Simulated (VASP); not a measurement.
# Ni3Ge in VASP: further runs

The runs below take Ni3Ge through single point, with PBEsol.

Program: VASP 6.6.1. These are calculated values, not measurements. Logs are shortened: lines on timing, memory, paths and dates and some standing lists are left out, and cuts for length are marked.

## 1. The cell of the first run

Symmetry: Pm-3m, No. 221, cubic system. Conventional cell: a = 3.419 Å, b = 3.419 Å, c = 3.419 Å, α = 90.00°, β = 90.00°, γ = 90.00°. Within 3.2 Å of Ni (site symmetry 4/mmm) lie 8 Ni at 2.42 Å and 4 Ge at 2.42 Å. Ge (site symmetry m-3m) has 12 Ni at 2.42 Å within 3.2 Å.

## 2. Single point, PBEsol (strain -0.030 along x and y, -0.030 along z)

INCAR reads:

```
SYSTEM = Ni3Ge
PREC     = Accurate       ! precision mode
ENCUT    = 520            ! plane-wave cutoff, eV
EDIFF    = 1E-7           ! SCF threshold, eV
ISMEAR   = 0              ! smearing method
SIGMA    = 0.15           ! smearing width, eV
LREAL    = .FALSE.        ! projectors in reciprocal space
LASPH    = .TRUE.         ! aspherical terms in the spheres
NELM     = 100            ! most SCF steps
ALGO     = Fast           ! electronic algorithm
ISIF     = 2              ! what is computed and relaxed
LWAVE    = .FALSE.        ! write WAVECAR
LCHARG   = .TRUE.         ! write CHGCAR
GGA      = PS             ! functional
LELF     = .TRUE.         ! ELF
LVHAR    = .TRUE.       
NBANDS   = 30             ! bands
```

KPOINTS reads:

```
regular mesh
0
G
  14 14 14
  0 0 0
```

POSCAR reads:

```
Ni3Ge
1.0
    3.4191668464      0.0000000000      0.0000000000
    0.0000000000      3.4191668464      0.0000000000
    0.0000000000      0.0000000000      3.4191668464
Ni Ge
3 1
Direct
    0.5000000000      0.0000000000      0.5000000000
    0.0000000000      0.5000000000      0.5000000000
    0.5000000000      0.5000000000      0.0000000000
    0.0000000000      0.0000000000      0.0000000000
```

Potentials or basis: VASP PAW PBE potentials, release 64 (Ni, Ge_d).

Run with:

```console
$ cat potpaw_PBE.64/Ni/POTCAR potpaw_PBE.64/Ge_d/POTCAR > POTCAR
$ mpirun -np 1 vasp_std > vasp.out
```

OUTCAR:

```text
SYSTEM = Ni3Ge
   PREC = Accurate
   ENCUT = 520
   EDIFF = 1E-7
   ISMEAR = 0
   LREAL = .FALSE.
   LASPH = .TRUE.
   NELM = 100
   ISIF = 2
   GGA = PS

 ion  position               nearest neighbor table
   1  0.500  0.000  0.500-   2 2.42   3 2.42   4 2.42   3 2.42   4 2.42   2 2.42   3 2.42   3 2.42
                             2 2.42   4 2.42   4 2.42   2 2.42
   2  0.000  0.500  0.500-   1 2.42   3 2.42   4 2.42   3 2.42   4 2.42   1 2.42   4 2.42   4 2.42
                             1 2.42   3 2.42   3 2.42   1 2.42
   3  0.500  0.500  0.000-   1 2.42   2 2.42   4 2.42   1 2.42   2 2.42   1 2.42   4 2.42   1 2.42
                             2 2.42   4 2.42   2 2.42   4 2.42
   4  0.000  0.000  0.000-   1 2.42   2 2.42   3 2.42   1 2.42   2 2.42   2 2.42   3 2.42   2 2.42
                             1 2.42   3 2.42   1 2.42   3 2.42

  LATTYP: Found a simple cubic cell.
 ALAT       =     3.4191668464

  Lattice vectors:

 A1 = (   3.4191668464,   0.0000000000,   0.0000000000)
 A2 = (   0.0000000000,   3.4191668464,   0.0000000000)
 A3 = (   0.0000000000,   0.0000000000,   3.4191668464)

Analysis of symmetry for initial positions (statically):
=====================================================================
 Subroutine PRICEL returns:
 Original cell was already a primitive cell.

 Routine SETGRP: Setting up the symmetry group for a
 simple cubic supercell.

 Subroutine GETGRP returns: Found 48 space group operations
 (whereof 48 operations were pure point group operations)
 out of a pool of 48 trial point group operations.

The static configuration has the point symmetry O_h .

Analysis of symmetry for dynamics (positions and initial velocities):
=====================================================================
 Subroutine PRICEL returns:
 Original cell was already a primitive cell.

 Routine SETGRP: Setting up the symmetry group for a
 simple cubic supercell.

 Subroutine GETGRP returns: Found 48 space group operations
 (whereof 48 operations were pure point group operations)
 out of a pool of 48 trial point group operations.

The dynamic configuration has the point symmetry O_h .

 Subroutine INISYM returns: Found 48 space group operations
 (whereof 48 operations are pure point group operations),
 and found     1 'primitive' translations

----------------------------------------------------------------------------------------

                                     Primitive cell

  volume of cell :      39.9725

  direct lattice vectors                    reciprocal lattice vectors
     3.419166846  0.000000000  0.000000000     0.292468910  0.000000000  0.000000000
     0.000000000  3.419166846  0.000000000     0.000000000  0.292468910  0.000000000
     0.000000000  0.000000000  3.419166846     0.000000000  0.000000000  0.292468910

  length of vectors
     3.419166846  3.419166846  3.419166846     0.292468910  0.292468910  0.292468910

  position of ions in fractional coordinates (direct lattice)
     0.500000000  0.000000000  0.500000000
     0.000000000  0.500000000  0.500000000
     0.500000000  0.500000000  0.000000000
     0.000000000  0.000000000  0.000000000

  ion indices of the primitive-cell ions
   primitive index   ion index
                 1           1
                 2           2
                 3           3
                 4           4

----------------------------------------------------------------------------------------

 KPOINTS: regular mesh

Automatic generation of k-mesh.
 Grid dimensions read from file:
 generate k-points for:   14   14   14

 Generating k-lattice:

  Cartesian coordinates                     Fractional coordinates (reciprocal lattice)
     0.020890636  0.000000000  0.000000000     0.071428571  0.000000000  0.000000000
     0.000000000  0.020890636  0.000000000     0.000000000  0.071428571  0.000000000
     0.000000000  0.000000000  0.020890636     0.000000000  0.000000000  0.071428571

  Length of vectors
     0.020890636  0.020890636  0.020890636

  Shift w.r.t. Gamma in fractional coordinates (k-lattice)
     0.000000000  0.000000000  0.000000000

 Subroutine IBZKPT returns following result:
 ===========================================

 Found    120 irreducible k-points:

 Following reciprocal coordinates:
            Coordinates               Weight
  0.000000  0.000000  0.000000      1.000000
  0.071429  0.000000  0.000000      6.000000
  0.142857  0.000000  0.000000      6.000000
  0.214286  0.000000  0.000000      6.000000
  0.285714  0.000000  0.000000      6.000000
  0.357143  0.000000  0.000000      6.000000
[... 16 lines left out ...]
  0.285714  0.214286  0.000000     24.000000
  0.357143  0.214286  0.000000     24.000000
 [... further k-points ...]
   k-points           NKPTS =    120   k-points in BZ     NKDIM =    120   number of bands    NBANDS=     30
   number of dos      NEDOS =    301   number of ions     NIONS =      4
   total plane-waves  NPLWV =  21952
   dimension x,y,z NGX =    28 NGY =   28 NGZ =   28
   dimension x,y,z NGXF=    56 NGYF=   56 NGZF=   56
   ions per type =               3   1
   NGX,Y,Z   is equivalent  to a cutoff of  13.61, 13.61, 13.61 a.u.
   NGXF,Y,Z  is equivalent  to a cutoff of  27.23, 27.23, 27.23 a.u.
 SYSTEM =  Ni3Ge
   PREC   = accura    normal or accurate (medium, high low for compatibility)
   ISTART =      0    job   : 0-new  1-cont  2-samecut
   ICHARG =      2    charge: 1-file 2-atom 10-const
   ISPIN  =      1    spin polarized calculation?
   LNONCOLLINEAR =      F non collinear calculations
   LSORBIT =      F    spin-orbit coupling
   LASPH  =      T    aspherical Exc in radial PAW
   ENCUT  =  520.0 eV  38.22 Ry    6.18 a.u.   6.36  6.36  6.36*2*pi/ulx,y,z
   NELM   =    100;   NELMIN=  2; NELMDL= -5     # of ELM steps
   EDIFF  = 0.1E-06   stopping-criterion for ELM
   LREAL  =      F    real-space projection
   EDIFFG = 0.1E-05   stopping-criterion for IOM
   NSW    =      0    number of steps for IOM
   IBRION =     -1    ionic relax: 0-MD 1-quasi-New 2-CG
   NFREE  =      0    steps in history (QN), initial steepest desc. (CG)
   ISIF   =      2    stress and relaxation
   ISYM   =      2    0-nonsym 1-usesym 2-fastsym
   POTIM  = 0.5000    time-step for ionic-motion
   TEBEG  =    0.0;   TEEND  =   0.0 temperature during run
   PSTRESS=    0.0 pullay stress
   NELECT =      44.0000    total number of electrons
   NUPDOWN=      -1.0000    fix difference up-down
   EMIN   =  10.00;   EMAX   =-10.00  energy-range for DOS
   EFERMI =   0.00;   METHOD = LEGACY
   ISMEAR =     0;   SIGMA  =   0.15  broadening in eV -4-tet -1-fermi 0-gaus
   EFERMI_NEDOS =   21; number of points for ismear=-14 and -15
   IALGO  =     68    algorithm
   IMIX   =      4    mixing-type and parameters
     AMIX     =   0.40;   BMIX     =  1.00
     AMIX_MAG =   1.60;   BMIX_MAG =  1.00
  volume/ion in A,a.u.               =       9.99        67.44
  Fermi-wavevector in a.u.,A,eV,Ry     =   1.690332  3.194265 38.874884  2.857223
  Thomas-Fermi vector in A             =   2.772298
   LORBIT       =      0    0 simple, 1 ext, 2 COOP (PROOUT), +10 PAW based schemes
   GGA     = PS    functional components
   LHFCALC =     F    Hartree Fock is set to
   AEXX    =    0.0000 exact exchange contribution
   IVDW    =     0    specifies the selected vdW correction
   LEPSILON=     F    determine dielectric tensor
   LRPA    =     F    only Hartree local field effects (RPA)
 non-spin polarized calculation
 RMM-DIIS sequential band-by-band and
 Gauss-broadening in eV      SIGMA  =   0.15
  energy-cutoff  :      520.00
  volume of cell :       39.97
 maximum number of plane-waves:      1108
 NGX is ok and might be reduce to    28
   NGX = 13   NGY = 13   NGZ = 13

 number of electron      44.0000013 magnetization

 Free energy of the ion-electron system (eV)
  ---------------------------------------------------
  ext. energy  EPLUGINS =         0.00000000
  ---------------------------------------------------
  free energy    TOTEN  =       -24.47346237 eV

  energy without entropy =      -24.45378334  energy(sigma->0) =      -24.46362286

 E-fermi :  11.7094     XC(G=0): -14.2346

 val. band max:       11.7051514945   @ k =   0.4286   0.4286   0.3571
 cond. band min:      11.7345131691   @ k =   0.0000   0.0000   0.0000
 fundamental gap:      0.0293616746
 Fermi energy:        11.7093615385

 k-point     1 :       0.0000    0.0000    0.0000
  band No.  band energies     occupation
      1     -12.9887      2.00000
      2     -12.9887      2.00000
      3     -12.9666      2.00000
      4     -12.9666      2.00000
      5     -12.9666      2.00000
      6      -1.7070      2.00000
[... 22 lines left out ...]
     29      22.9491      0.00000
     30      22.9492      0.00000

 k-point     2 :       0.0714    0.0000    0.0000
  band No.  band energies     occupation
      1     -12.9883      2.00000
      2     -12.9868      2.00000
      3     -12.9665      2.00000
      4     -12.9665      2.00000
      5     -12.9665      2.00000
      6      -1.6437      2.00000
[... 22 lines left out ...]
     29      22.8214      0.00000
     30      22.8214      0.00000

 k-point     3 :       0.1429    0.0000    0.0000
  band No.  band energies     occupation
      1     -12.9873      2.00000
      2     -12.9813      2.00000
      3     -12.9664      2.00000
      4     -12.9664      2.00000
      5     -12.9662      2.00000
      6      -1.4558      2.00000
[... 22 lines left out ...]
     29      22.3148      0.00000
     30      22.3328      0.00000

 k-point     4 :       0.2143    0.0000    0.0000
  band No.  band energies     occupation
      1     -12.9858      2.00000
      2     -12.9734      2.00000
      3     -12.9663      2.00000
      4     -12.9663      2.00000
      5     -12.9658      2.00000
      6      -1.1504      2.00000
[... 616 lines left out ...]
     29      21.7290      0.00000
     30      23.0977      0.00000

 k-point    23 :       0.2857    0.2143    0.0000
  band No.  band energies     occupation
      1     -12.9765      2.00000
      2     -12.9694      2.00000
      3     -12.9658      2.00000
      4     -12.9651      2.00000
      5     -12.9571      2.00000
      6      -0.2307      2.00000
[... 22 lines left out ...]
     29      22.3151      0.00000
     30      23.0998      0.00000

 k-point    24 :       0.3571    0.2143    0.0000
  band No.  band energies     occupation
      1     -12.9750      2.00000
      2     -12.9705      2.00000
      3     -12.9656      2.00000
      4     -12.9649      2.00000
      5     -12.9499      2.00000
      6       0.2132      2.00000
[... 22 lines left out ...]
     29      22.1180      0.00000
     30      23.5657      0.00000

 [... further k-points ...]
[... 5 lines left out ...]
  --------------------------------------------------------------------------------------
  -------------------------------------------------------------------------------------
  Total        6.2570878      6.2570878      6.2570878      0.0000000     -0.0000000      0.0000000
  in kB      250.7967759    250.7967759    250.7967759      0.0000000     -0.0000000      0.0000000
  external PRESSURE =     250.7967759 kB  Pullay stress =       0.0000000 kB

 VOLUME and BASIS-vectors are now :
 -----------------------------------------------------------------------------
  energy-cutoff  :      520.00
  volume of cell :       39.97
      direct lattice vectors                 reciprocal lattice vectors
     3.419166846  0.000000000  0.000000000     0.292468910  0.000000000  0.000000000
     0.000000000  3.419166846  0.000000000     0.000000000  0.292468910  0.000000000
     0.000000000  0.000000000  3.419166846     0.000000000  0.000000000  0.292468910

 POSITION                                       TOTAL-FORCE (eV/Angst)
 -----------------------------------------------------------------------------------
      1.70958      0.00000      1.70958         0.000000      0.000000      0.000000
      0.00000      1.70958      1.70958         0.000000      0.000000      0.000000
      1.70958      1.70958      0.00000         0.000000      0.000000      0.000000
      0.00000      0.00000      0.00000         0.000000      0.000000      0.000000
 -----------------------------------------------------------------------------------
    total drift:                                0.000000      0.000000      0.000000

  FREE ENERGIE OF THE ION-ELECTRON SYSTEM (eV)
  ---------------------------------------------------
  free  energy   TOTEN  =       -24.4734623737 eV

  energy  without entropy=      -24.4537833442  energy(sigma->0) =      -24.46362286
```

Run time: 2 min. Hardware: 1 thread of Intel Xeon 6975P-C (Granite Rapids), shared host; peak memory 0.24 GiB.

What came out:

```yaml
Free_energy: -24.4735 eV
Pressure: 25.1 GPa
Band_gap_on_the_k_mesh: zero (bands 22 and 23 overlap by 0.27 eV)
```

Caveat: the cell differs from its parent crystal (strain -0.030 along x and y, -0.030 along z); the cell stands under pressure; the PAW data sets were made with another functional, which shifts forces and pressure a little. Spin polarisation is off, so any magnetic state and its effect on volume and gap are missing.

## 3. Single point, PBEsol (strain -0.015 along x and y, -0.015 along z)

INCAR reads:

```
SYSTEM = Ni3Ge
ALGO = Fast
EDIFF = 1E-6
ENCUT = 520
GGA = PS
ISIF = 2
ISMEAR = 0
LASPH = .True.
LCHARG = .False.
LREAL = .False.
LWAVE = .False.
NBANDS = 30
NELM = 60
PREC = Accurate
SIGMA = 0.15
```

KPOINTS reads:

```
k-points
0
Gamma
  14 14 14
  0 0 0
```

POSCAR reads:

```
Ni3Ge
1.0
    3.4720405605      0.0000000000      0.0000000000
    0.0000000000      3.4720405605      0.0000000000
    0.0000000000      0.0000000000      3.4720405605
Ni Ge
3 1
Direct
    0.5000000000      0.0000000000      0.5000000000
    0.0000000000      0.5000000000      0.5000000000
    0.5000000000      0.5000000000      0.0000000000
    0.0000000000      0.0000000000      0.0000000000
```

Potentials or basis: VASP PAW PBE potentials, release 64 (Ni, Ge_d).

Run with:

```console
$ cat potpaw_PBE.64/Ni/POTCAR potpaw_PBE.64/Ge_d/POTCAR > POTCAR
$ mpirun -np 1 vasp_std > vasp.out
```

Run time: 88 s. Hardware: 1 thread of Intel Xeon 6975P-C (Granite Rapids), shared host; peak memory 0.25 GiB.

Results (log left out):

- Free energy: -24.6838 eV
- Pressure: 11.3 GPa
- Band gap on the k mesh: zero (bands 22 and 23 overlap by 0.25 eV)

Levels at points of the mesh, in eV from the Fermi level:
```csv
k point,band 18,band 19,band 20,band 21,band 22,band 23,band 24,band 25,band 26,band 27
"(0.00, 0.00, 0.00)",-1.07,-0.64,-0.64,-0.32,0.02,0.02,0.02,4.40,7.17,7.17
"(0.50, 0.00, 0.00)",-1.42,-1.36,-1.25,-0.59,0.02,3.79,3.79,5.06,5.93,5.93
"(0.50, 0.50, 0.00)",-1.53,-1.30,-1.21,-1.02,-1.02,0.67,0.67,6.01,6.74,8.93
"(0.50, 0.50, 0.50)",-1.45,-1.27,-1.27,-0.65,-0.23,-0.23,-0.23,0.86,4.46,4.46
```

Caveat: the cell differs from its parent crystal (strain -0.015 along x and y, -0.015 along z); the cell stands under pressure; the PAW data sets were made with another functional, which shifts forces and pressure a little. Spin polarisation is off, so any magnetic state and its effect on volume and gap are missing.

## 4. Single point, PBEsol (strain +0.015 along x and y, +0.015 along z)

INCAR reads:

```
SYSTEM = Ni3Ge
PREC = Accurate
ENCUT = 520
EDIFF = 1E-6
ISMEAR = 0
SIGMA = 0.15
LREAL = .False.
LASPH = .True.
NELM = 100
ALGO = Fast
ISIF = 2
LWAVE = .False.
LCHARG = .False.
GGA = PS
NBANDS = 30
```

KPOINTS reads:

```
Automatic mesh
0
Gamma
  14 14 14
  0 0 0
```

POSCAR reads:

```
Ni3Ge
1.0
    3.5777879887      0.0000000000      0.0000000000
    0.0000000000      3.5777879887      0.0000000000
    0.0000000000      0.0000000000      3.5777879887
Ni Ge
3 1
Direct
    0.5000000000      0.0000000000      0.5000000000
    0.0000000000      0.5000000000      0.5000000000
    0.5000000000      0.5000000000      0.0000000000
    0.0000000000      0.0000000000      0.0000000000
```

Run with:

```console
$ cat potpaw_PBE.64/Ni/POTCAR potpaw_PBE.64/Ge_d/POTCAR > POTCAR
$ mpirun -np 1 vasp_std > vasp.out
```

Wall time 82 s (1 thread of Intel Xeon 6975P-C (Granite Rapids), shared host); peak memory 0.26 GiB.

It converged, with:

```
Free energy            : -24.6972 eV
Pressure               : -8.5 GPa
Band gap on the k mesh : zero (bands 22 and 23 overlap by 0.22 eV)
```

Levels at points of the mesh, in eV from the Fermi level:
```
           k point  band 20  band 21  band 22  band 23  band 24  band 25
(0.00, 0.00, 0.00)    -0.57    -0.29     0.00     0.00     0.00     3.60
(0.50, 0.00, 0.00)    -1.09    -0.52     0.00     3.46     3.46     4.34
(0.50, 0.50, 0.00)    -1.06    -0.92    -0.90     0.58     0.58     5.46
(0.50, 0.50, 0.50)    -1.12    -0.46    -0.21    -0.21    -0.21     0.55
```

Caveat: the cell differs from its parent crystal (strain +0.015 along x and y, +0.015 along z); the cell stands under tension; the PAW data sets were made with another functional, which shifts forces and pressure a little. Spin polarisation is off, so any magnetic state and its effect on volume and gap are missing.

(Continued in part 2 of 2.)
